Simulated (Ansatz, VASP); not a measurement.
**Rh in VASP and in Ansatz**

```
Rh
1.0
     2.71573    0.00000    0.00000
    -1.35787    2.35189    0.00000
     0.00000    0.00000    4.39949
Rh
2
Direct
  0.29333 0.64667 0.22000
  0.70667 0.35333 0.78000
```

Change from the starting cell: shortest bond scaled by 0.88, LAPW.

Alike in both runs: task single point; functional PBEsol; k mesh 13 × 13 × 7; occupations fermi-dirac, width 0.05 eV; no spin polarisation.

|  | VASP | Ansatz |
| --- | --- | --- |
| version | VASP 6.6.1 | Ansatz 0.2.0 |
| potentials or method | VASP PAW PBE potentials, release 64 (Rh_pv), cutoff 520 eV | all-electron LAPW, scalar-relativistic |

```tsv
	VASP	Ansatz	Ansatz less VASP
pressure (GPa)	2.3	2.2	-0.09
traceless stress, the component that is largest in VASP (GPa)	7.89	7.76	-0.127
rms of the force components (eV/Å)	1.790	1.776	-0.0141
```

VASP's potentials were made for PBE, not for PBEsol. Atom by atom the forces differ by 0.014 eV/Å (rms over components). Ansatz ran all-electron here, and VASP with PAW potentials.
